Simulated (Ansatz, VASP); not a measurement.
# MgO: VASP beside Ansatz

```xyz
12
Lattice="-3.5213 0.0000 0.0000 -1.7607 -3.0495 0.0000 -0.2934 -0.5083 12.7181" Properties=species:S:1:pos:R:3 pbc="T T T"
Mg   -3.5213   -2.0330    1.0601
Mg   -3.5213   -2.0330    5.2994
Mg   -3.5213   -2.0330    9.5388
Mg   -1.7607   -1.0165   11.6585
Mg   -1.7607   -1.0165    3.1797
Mg   -1.7607   -1.0165    7.4191
O    -3.5213   -2.0330   11.6585
O    -3.5213   -2.0330    3.1797
O    -3.5213   -2.0330    7.4191
O    -1.7607   -1.0165    1.0601
O    -1.7607   -1.0165    5.2994
O    -1.7607   -1.0165    9.5388
```

Alike in both runs: task single point; functional PBE; k mesh 7 × 7 × 2; occupations gaussian, width 0.05 eV; no spin polarisation.

|  | VASP | Ansatz |
| --- | --- | --- |
| version | VASP 6.6.1 | Ansatz 0.2.0 |
| potentials or method | VASP PAW PBE potentials, release 64 (Mg, O), cutoff 520 eV | scalar-relativistic, plane waves, PAW |
| valence electrons in the cell | 48 | 96 |

```csv
,VASP,Ansatz,Ansatz less VASP
gap on the k mesh at the Fermi level (eV),3.03,3.06,+0.022
least direct gap on the mesh (eV),3.03,3.06,+0.022
pressure (GPa),-0.5,0.1,+0.57
"traceless stress, the component that is largest in VASP (GPa)",4.08,4.04,-0.041
rms of the force components (eV/Å),0.328,0.325,-0.0036
```

Atom by atom the forces differ by 0.004 eV/Å (rms over components). With one functional, cell and mesh, what is left measures potentials, basis and numerics. VASP's potentials hold 48 valence electrons a cell and Ansatz's 96, so a difference there can come from the potentials and not from the codes.
